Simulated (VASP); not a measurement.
**TiO2: single point with PBE+U**

Crystal: TiO2.

```
Ti O
1.0
     2.76815   -2.76822   -0.02059
     2.76815    2.76822   -0.02059
    -2.72977    0.00000    5.13423
Ti O
2 4
Direct
  0.12500 0.87500 0.25000
  0.87500 0.12500 0.75000
  0.32535 0.07536 0.65071
  0.67465 0.92464 0.34929
  0.92464 0.67465 0.84929
  0.07536 0.32535 0.15071
```

```yaml
Program: VASP 6.6.1
Task: single point
Functional: PBE
Potentials_or_basis: VASP PAW PBE potentials, release 64 (Ti_sv, O)
Cutoff: 520 eV
k_mesh: 6 × 6 × 6
Occupations: gaussian, width 0.02 eV
Spin: no spin polarisation
Hubbard_terms: Ti d U = 4.0 eV
Dipole_correction: no
Further_INCAR_settings: ALGO = Normal; EDIFF = 1e-07; NBANDS = 33
```

- Pressure: -11.0 GPa
- Largest force: 0.132 eV/Å
- Band gap on the k mesh: 2.55 eV (least direct gap 2.71 eV)

Forces on the atoms (eV/Å):
```
Ti   0.000  0.000  0.000
Ti   0.000  0.000  0.000
O    0.001  0.000  0.132
O   -0.001  0.000 -0.132
O   -0.001  0.000 -0.132
O    0.001  0.000  0.132
```

Stress tensor (GPa, compression positive):
```
-10.82   0.00  -0.01
  0.00 -10.82   0.00
 -0.01   0.00 -11.23
```

Levels at points of the mesh, in eV from the valence-band top:
| k point | band 22 | band 23 | band 24 | band 25 | band 26 | band 27 |
| --- | --- | --- | --- | --- | --- | --- |
| (0.00, 0.00, 0.00) | -0.74 | -0.22 | -0.22 | 2.55 | 3.07 | 4.17 |
| (0.50, 0.00, 0.00) | -0.80 | -0.64 | -0.60 | 3.38 | 3.52 | 3.55 |
| (0.50, 0.50, 0.00) | -1.60 | -0.10 | -0.10 | 3.30 | 3.30 | 3.67 |
| (0.00, 0.00, 0.50) | -1.07 | 0.00 | 0.00 | 2.80 | 2.80 | 3.88 |
| (0.50, 0.00, 0.50) | -0.80 | -0.64 | -0.60 | 3.38 | 3.52 | 3.55 |
| (0.50, 0.50, 0.50) | -1.60 | -0.10 | -0.10 | 3.30 | 3.30 | 3.67 |

Eigenvalues of the final occupation matrices:
```csv
site,spin,trace,eigenvalues
site 1 d,1,0.75,0.10 0.10 0.10 0.23 0.23
site 1 d,2,0.75,0.10 0.10 0.10 0.23 0.23
site 2 d,1,0.75,0.10 0.10 0.10 0.23 0.23
site 2 d,2,0.75,0.10 0.10 0.10 0.23 0.23
```

It took 4.8 min on 1 thread of Intel(R) Xeon(R) Platinum 8559C (Emerald Rapids) (shared host), peak memory 0.28 GiB.

Caveat: the cell stands under tension. A k mesh can miss the band edges.
